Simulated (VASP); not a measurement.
Set up this calculation in VASP 6.6.1, as the native input.

```yaml
Task: single point
Functional: revPBE
Dispersion: D3(BJ)
Potentials_or_basis: VASP PAW PBE potentials, release 64 (Bi_d, Te)
Cutoff: 520 eV
k_mesh: 7 × 7 × 7
Occupations: fermi-dirac, width 0.05 eV
Spin: no spin polarisation
Dipole_correction: no
Further_INCAR_settings: ALGO = Normal; EDIFF = 1e-06; NBANDS = 32
```

The structure of Bi2Te3 lies in POSCAR:

```
Bi2Te3
1.0
    2.2075236021      1.2745143459     10.2329909245
   -2.2075236021      1.2745143459     10.2329909245
    0.0000000000     -2.5490286918     10.2329909245
Bi Te
2 3
Direct
    0.6000000000      0.6000000000      0.6000000000
    0.4000000000      0.4000000000      0.4000000000
    0.7905000000      0.7905000000      0.7905000000
    0.2095000000      0.2095000000      0.2095000000
    0.0000000000      0.0000000000      0.0000000000
```

The input as run:

INCAR

```
SYSTEM = Bi2Te3
  PREC = Accurate
  ENCUT = 520
  EDIFF = 1E-6
  ISMEAR = -1
  SIGMA = 0.05
  LREAL = .False.
  LASPH = .True.
  NELM = 60
  ALGO = Normal
  ISIF = 2
  LWAVE = .False.
  LCHARG = .True.
  GGA = RE
  IVDW = 12
  LELF = .True.
  LVHAR = .True.
  NBANDS = 32
```

KPOINTS

```
regular mesh
0
Gamma
  7 7 7
  0 0 0
```

Potentials or basis: VASP PAW PBE potentials, release 64 (Bi_d, Te).

Command:

```sh
$ cat potpaw_PBE.64/Bi_d/POTCAR potpaw_PBE.64/Te/POTCAR > POTCAR
$ mpirun -np 1 vasp_std > vasp.out
```

It gave:

The pressure is -2.2 GPa and the largest force is 0.152 eV/Å. The band gap on the k mesh is 0.33 eV. The dispersion energy per atom is -0.820 eV.

Caveat: the PAW data sets were made with another functional, which shifts forces and pressure a little; spin-orbit coupling is left out, which moves the levels of the heavy elements; an odd mesh through Γ misses points on the zone boundary, where band edges can lie.

Wall time 35 min on 1 thread of Intel Xeon 8259CL, on a shared host, peak memory 0.98 GiB.
